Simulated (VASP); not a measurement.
Runs of VASP 6.6.1 on CdS. The structure is that of space group P6_3mc (No. 186), or close to it. The cells are those of the table. 

```tsv
task	level	cell	k mesh	cutoff (eV)	grid for exact exchange (PRECFOCK)	share of exact exchange	screening parameter	gap on the mesh (eV)	pressure (GPa)	largest force (eV/Å)
single point	PBE	a = 4.144, b = 4.144, c = 6.719 Å, angles 90.0, 90.0, 120.0°, 4 atoms	6 × 6 × 4	520	-	-	-	1.22	2.8	-
single point	PBE-based screened hybrid	a = 4.144, b = 4.144, c = 6.719 Å, angles 90.0, 90.0, 120.0°, 4 atoms	4 × 4 × 2	520	Normal	0.1	0.20787 1/Å	(b)	(c)	0.01
single point	PBE	a = 4.144, b = 4.144, c = 6.719 Å, angles 90.0, 90.0, 120.0°, 4 atoms	4 × 4 × 2	520	-	-	-	1.21	2.8	0.01
relaxation of shape and atoms at fixed volume	PBE	relaxed from a = 4.135, b = 4.135, c = 6.749 Å, angles 90.0, 90.0, 120.0°, 4 atoms	6 × 6 × 4	600	-	-	-	1.21	2.7	0.01
single point	PBE-based screened hybrid	a = 4.144, b = 4.144, c = 6.719 Å, angles 90.0, 90.0, 120.0°, 4 atoms	4 × 4 × 2	520	Normal	0.25	0.4 1/Å	(a)	2.0	-
single point	PBE0	a = 4.144, b = 4.144, c = 6.719 Å, angles 90.0, 90.0, 120.0°, 4 atoms	4 × 4 × 2	520	Normal	-	-	2.97	1.4	-
single point	B3LYP	a = 4.144, b = 4.144, c = 6.719 Å, angles 90.0, 90.0, 120.0°, 4 atoms	4 × 4 × 2	520	Normal	-	-	2.57	4.3	0.01
```

Alike in all rows: potentials or basis VASP PAW PBE potentials, release 64 (Cd, S); no spin polarisation; smearing gaussian 0.05 eV.

Problem. Fill in the values left out.

Solution. (a) 1.89; (b) 1.62; (c) 2.3.

Caveats: some runs use coarse meshes; the PAW data sets were made with another functional, which shifts forces and pressure a little (some runs).

A k mesh can miss the band edges, and the runs leave out spin-orbit coupling on Cd.
